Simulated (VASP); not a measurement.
A run of VASP 6.6.1 is set up as follows.

File INCAR:

```
SYSTEM = BN
  ALGO = Normal
  EDIFF = 1E-6
  ENCUT = 520
  GGA = PE
  ISIF = 2
  ISMEAR = 0
  LASPH = .True.
  LCHARG = .True.
  LELF = .True.
  LREAL = .False.
  LVHAR = .True.
  LWAVE = .False.
  NBANDS = 11
  NELM = 60
  PREC = Accurate
  SIGMA = 0.05
```

The input KPOINTS:

```
k-points
0
Gamma
  12 12 12
  0 0 0
```

POSCAR

```
BN
1.0
    0.0000000000      1.7104984133      1.7738239275
    1.7738239275      0.0000000000      1.7738239275
    1.7738239275      1.7104984133      0.0000000000
B N
1 1
Direct
    0.0000000000      0.0000000000      0.0000000000
    0.7500000000      0.7500000000      0.7500000000
```

Potentials or basis: VASP PAW PBE potentials, release 64 (B, N).

Run with:

```sh
$ cat potpaw_PBE.64/B/POTCAR potpaw_PBE.64/N/POTCAR > POTCAR
$ mpirun -np 1 vasp_std > vasp.out
```

(1) What does it give for the pressure?

(2) Predict the band gap on the k mesh.

Results:

(1) 45.6 GPa.

(2) 3.86 eV, indirect (least direct gap 8.86 eV).
